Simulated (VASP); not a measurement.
# Li2O: single point with PBEsol

Crystal: Li2O.

```
Li O
1.0
     0.00000    2.28993    2.28993
     2.28993    0.00000    2.28993
     2.28993    2.28993    0.00000
Li O
2 1
Direct
  0.25000 0.25000 0.25000
  0.75000 0.75000 0.75000
  0.00000 0.00000 0.00000
```

| Property | Result |
| --- | --- |
| Program | VASP 6.6.1 |
| Task | single point |
| Functional | PBEsol |
| Potentials or basis | VASP PAW PBE potentials, release 64 (Li_sv, O) |
| Cutoff | 750 eV |
| k mesh | 8 × 8 × 8 |
| Occupations | gaussian, width 0.01 eV |
| Spin | no spin polarisation |

* Pressure: 0.1 GPa
* Band gap on the k mesh: 4.87 eV, indirect (least direct gap 5.35 eV)

Levels at points of the mesh, in eV from the valence-band top:
| k point | band 4 | band 5 | band 6 | band 7 | band 8 | band 9 |
| --- | --- | --- | --- | --- | --- | --- |
| (0.00, 0.00, 0.00) | 0.00 | 0.00 | 0.00 | 5.35 | 11.95 | 11.95 |
| (0.50, 0.00, 0.00) | -2.87 | -0.46 | -0.46 | 9.25 | 9.98 | 12.06 |
| (0.50, 0.50, 0.00) | -1.64 | -1.45 | -1.45 | 4.87 | 13.65 | 13.65 |

Run time: 8.9 s on 1 thread of Intel(R) Xeon(R) 6975P-C (Granite Rapids) (shared host), peak memory 0.16 GiB.

Caveat: the PAW data sets were made with another functional, which shifts forces and pressure a little. A k mesh can miss the band edges.
